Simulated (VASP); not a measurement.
Here is a VASP 6.6.1 calculation.

The input INCAR:

```
SYSTEM = BaTiO3
PREC     = Accurate       ! precision mode
ENCUT    = 520            ! plane-wave cutoff, eV
EDIFF    = 1E-6           ! SCF threshold, eV
ISMEAR   = 0              ! smearing method
SIGMA    = 0.01           ! smearing width, eV
LREAL    = .False.        ! projectors in reciprocal space
LASPH    = .True.         ! aspherical terms in the spheres
NELM     = 100            ! most SCF steps
ALGO     = Normal         ! electronic algorithm
ISIF     = 2              ! what is computed and relaxed
LWAVE    = .False.        ! write WAVECAR
LCHARG   = .False.        ! write CHGCAR
GGA      = B5             ! functional
ALDAX    = 1.0          
AGGAX    = 1.0          
AGGAC    = 1.0          
ALDAC    = 0.0          
NBANDS   = 28             ! bands
```

The input KPOINTS:

```
Automatic mesh
0
Gamma
  4 4 4
  0 0 0
```

The input POSCAR:

```
BaTiO3
1.0
    3.9998000000      0.0000000000      0.0000000000
    0.0000000000      3.9998000000      0.0000000000
    0.0000000000      0.0000000000      4.0180000000
Ba Ti O
1 1 3
Direct
    0.0000000000      0.0000000000      0.0000000000
    0.5000000000      0.5000000000      0.4900000000
    0.5000000000      0.5000000000      0.0190000000
    0.5000000000      0.0000000000      0.5170000000
    0.0000000000      0.5000000000      0.5170000000
```

Potentials or basis: VASP PAW PBE potentials, release 64 (Ba_sv, Ti_sv, O).

Launch:

```console
$ cat potpaw_PBE.64/Ba_sv/POTCAR potpaw_PBE.64/Ti_sv/POTCAR potpaw_PBE.64/O/POTCAR > POTCAR
$ mpirun -np 1 vasp_std > vasp.out
```

Task: Predict the pressure.

Result: 10.0 GPa.

Task: Estimate the largest force.

Result: 0.225 eV/Å.

Task: Estimate the band gap on the k mesh.

Result: 1.79 eV, indirect (least direct gap 2.07 eV).

Forces on the atoms (eV/Å):
```
Ba   0.000  0.000  0.082
Ti   0.000  0.000 -0.123
O    0.000  0.000  0.225
O    0.000  0.000 -0.092
O    0.000  0.000 -0.092
```

Caveat: the PAW data sets were made with another functional, which shifts forces and pressure a little; spin-orbit coupling is left out, which moves the levels of the heavy elements. As with any semilocal functional, this BLYP gap is likely too small.
